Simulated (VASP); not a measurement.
A run of VASP 6.6.1 is set up as follows.

INCAR

```
SYSTEM = Cu
ALGO = Fast ; EDIFF = 1E-7
ENCUT = 520 ; GGA = PS
ISIF = 2 ; ISMEAR = 0
LASPH = .True. ; LCHARG = .False.
LREAL = .False. ; LWAVE = .False.
NBANDS = 18 ; NELM = 60
PREC = Accurate ; SIGMA = 0.15
```

File KPOINTS:

```
k-points
0
Gamma
  24 24 12
  0 0 0
```

File POSCAR:

```
Cu
1.0
    2.5340966698      0.0000000000      0.0000000000
   -1.2670483349      2.1945920917      0.0000000000
    0.0000000000      0.0000000000      4.1948224200
Cu
2
Direct
    0.3333333333      0.6666666667      0.2500000000
    0.6666666667      0.3333333333      0.7500000000
```

Potentials or basis: VASP PAW PBE potentials, release 64 (Cu).

Run with:

```sh
$ cat potpaw_PBE.64/Cu/POTCAR > POTCAR
$ mpirun -np 1 vasp_std > vasp.out
```

(1) What does it give for the band gap on the k mesh?

(2) What does it give for the pressure?

Results:

(1) zero (band 11 reaches 11.67 eV, above the bottom of band 12 at 5.59 eV).

(2) -3.8 GPa.

Caveat: the cell differs from its parent crystal (strain +0.0200 x Voigt [0, 0, 1, 0, 0, 0]); the PAW data sets were made with another functional, which shifts forces and pressure a little.
